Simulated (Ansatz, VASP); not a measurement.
# Bi: VASP beside Ansatz

```
Bi
1.0
     4.65841    0.00000    0.00000
     0.00000    4.52639    0.00000
    -0.34597    0.00000    6.51195
Bi
4
Cartesian
  0.9120 1.1316 4.8757
  3.4005 3.3948 1.6362
  1.0780 1.1316 1.6207
  3.2345 3.3948 4.8913
```

Alike in both runs: functional LDA; k mesh 6 × 6 × 4; occupations fermi-dirac, width 0.05 eV; no spin polarisation.

|  | VASP | Ansatz |
| --- | --- | --- |
| version | VASP 6.6.1 | Ansatz 0.2.0 |
| potentials or method | VASP PAW LDA potentials, release 64 (Bi_d), cutoff 520 eV | all-electron LAPW, scalar-relativistic |
| task | single point | band structure |

|  | VASP | Ansatz | Ansatz less VASP |
| --- | --- | --- | --- |
| gap on the k mesh at the Fermi level (eV) | none | none | - |
| pressure (GPa) | -2.5 | -2.6 | -0.03 |
| traceless stress, the component that is largest in VASP (GPa) | 0.89 | 0.89 | +0.003 |

LDA's correlation is that of Perdew and Zunger in VASP and of Perdew and Wang (1992) in Ansatz. A gap of «none» marks a metal or a gap that the smearing closes. Ansatz ran all-electron here, and VASP with PAW potentials.

Spin-orbit coupling is off throughout.
